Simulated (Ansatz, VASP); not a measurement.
# AlCo in VASP and in Ansatz

```
Al Co
1.0
     0.00000   -2.85190    0.00000
     0.00000    0.00000   -2.85190
     8.55571    0.00000    0.00000
Al Co
3 3
Direct
  0.00000 0.00000 0.33333
  0.00000 0.00000 0.66667
  0.00000 0.00000 0.00000
  0.50000 0.50000 0.16667
  0.50000 0.50000 0.50000
  0.50000 0.50000 0.83333
```

Alike in both runs: task single point; functional PBE; k mesh 21 × 21 × 7; occupations gaussian, width 0.15 eV; no spin polarisation.

```csv
,VASP,Ansatz
version,VASP 6.6.1,Ansatz 0.2.0
potentials or method,"VASP PAW PBE potentials, release 64 (Al, Co), cutoff 520 eV","scalar-relativistic, plane waves, PAW"
valence electrons in the cell,36,60
```

```tsv
	VASP	Ansatz	Ansatz less VASP
gap on the k mesh at the Fermi level (eV)	none	none	-
pressure (GPa)	-0.1	0.0	+0.12
```

A gap of «none» marks a metal or a gap that the smearing closes. VASP's potentials hold 36 valence electrons a cell and Ansatz's 60, so a difference there can come from the potentials and not from the codes.
